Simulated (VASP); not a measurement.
Input of a VASP 6.6.1 run:

The input INCAR:

```
SYSTEM = LiNbO3
ALGO = Normal
EDIFF = 1E-6
ENCUT = 750
GGA = PS
GGA_COMPAT = .FALSE.
ISIF = 2
ISMEAR = 0
LASPH = .TRUE.
LCHARG = .FALSE.
LREAL = .FALSE.
LWAVE = .FALSE.
NBANDS = 45
NELM = 120
PREC = Accurate
SIGMA = 0.02
```

The input KPOINTS:

```
k-points
0
G
  6 6 6
  0 0 0
```

POSCAR

```
LiNbO3
1.0
    2.5912948435      1.4960847771      4.5492247475
   -2.5912948435      1.4960847771      4.5492247475
    0.0000000000     -2.9921695492      4.5492247491
Li Nb O
2 2 6
Direct
    0.7500000000      0.7500000000      0.7500000000
    0.2500000000      0.2500000000      0.2500000000
    0.5000000000      0.5000000000      0.5000000000
    0.0000000000      0.0000000000      0.0000000000
    0.6295713574      0.8704286426      0.2500000000
    0.2500000000      0.6295713574      0.8704286426
    0.8704286426      0.2500000000      0.6295713574
    0.3704286426      0.1295713574      0.7500000000
    0.7500000000      0.3704286426      0.1295713574
    0.1295713574      0.7500000000      0.3704286426
```

Potentials or basis: VASP PAW PBE potentials, release 64 (Li_sv, Nb_sv, O).

The run is started by

```bash
$ cat potpaw_PBE.64/Li_sv/POTCAR potpaw_PBE.64/Nb_sv/POTCAR potpaw_PBE.64/O/POTCAR > POTCAR
$ mpirun -np 1 vasp_std > vasp.out
```

Problem. Estimate the band gap on the k mesh.

Solution. 2.54 eV (least direct gap 2.64 eV).

Problem. Predict the largest force.

Solution. 0.022 eV/Å.

Problem. Estimate the pressure.

Solution. -0.4 GPa.

Forces in eV/Å, atoms in the order of the input:
```
Li   0.000  0.000  0.000
Li   0.000  0.000  0.000
Nb   0.000  0.000  0.000
Nb   0.000  0.000  0.000
O    0.022  0.000  0.000
O   -0.011  0.019  0.000
O   -0.011 -0.019  0.000
O   -0.022  0.000  0.000
O    0.011 -0.019  0.000
O    0.011  0.019  0.000
```

Caveat: the PAW data sets were made with another functional, which shifts forces and pressure a little. As with any semilocal functional, this PBEsol gap is likely too small.
